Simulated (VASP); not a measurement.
Input of a VASP 6.6.1 run:

The input INCAR:

```
SYSTEM = InSe
PREC     = Accurate       ! precision mode
ENCUT    = 520            ! plane-wave cutoff, eV
EDIFF    = 1E-7           ! SCF threshold, eV
ISMEAR   = 0              ! smearing method
SIGMA    = 0.02           ! smearing width, eV
LREAL    = .FALSE.        ! projectors in reciprocal space
LASPH    = .TRUE.         ! aspherical terms in the spheres
NELM     = 100            ! most SCF steps
ALGO     = Normal         ! electronic algorithm
ISIF     = 2              ! what is computed and relaxed
LWAVE    = .FALSE.        ! write WAVECAR
LCHARG   = .FALSE.        ! write CHGCAR
LDIPOL   = .TRUE.       
IDIPOL   = 3            
DIPOL    = 0.5 0.5 0.500
GGA      = PE             ! functional
IVDW     = 12             ! dispersion correction
NBANDS   = 27             ! bands
```

Contents of KPOINTS:

```
regular mesh
0
G
  9 9 1
  0 0 0
```

The input POSCAR:

```
InSe
1.0
    4.2280000000      0.0000000000      0.0000000000
   -2.1140000000      3.6615554072      0.0000000000
    0.0000000000      0.0000000000     36.7199571806
Se In
2 2
Direct
    0.0000000000      0.0000000000      0.4250677313
    0.0000000000      0.0000000000      0.5749045073
    0.6666666667      0.3333333333      0.4611107345
    0.6666666667      0.3333333333      0.5388615635
```

Potentials or basis: VASP PAW PBE potentials, release 64 (Se, In_d).

The run is started by

```bash
$ cat potpaw_PBE.64/Se/POTCAR potpaw_PBE.64/In_d/POTCAR > POTCAR
$ mpirun -np 1 vasp_std > vasp.out
```

Question: Estimate the dispersion energy per atom.

Answer: -0.196 eV.

Question: Predict the largest force.

Answer: 0.715 eV/Å.

Question: What does it give for the band gap on the k mesh?

Answer: 1.13 eV (least direct gap 1.18 eV).

Forces on the atoms (eV/Å):
```
Se   0.000  0.000  0.715
Se   0.000  0.000 -0.715
In   0.000  0.000 -0.489
In   0.000  0.000  0.489
```

Caveat: spin-orbit coupling is left out, which moves the levels of the heavy elements.
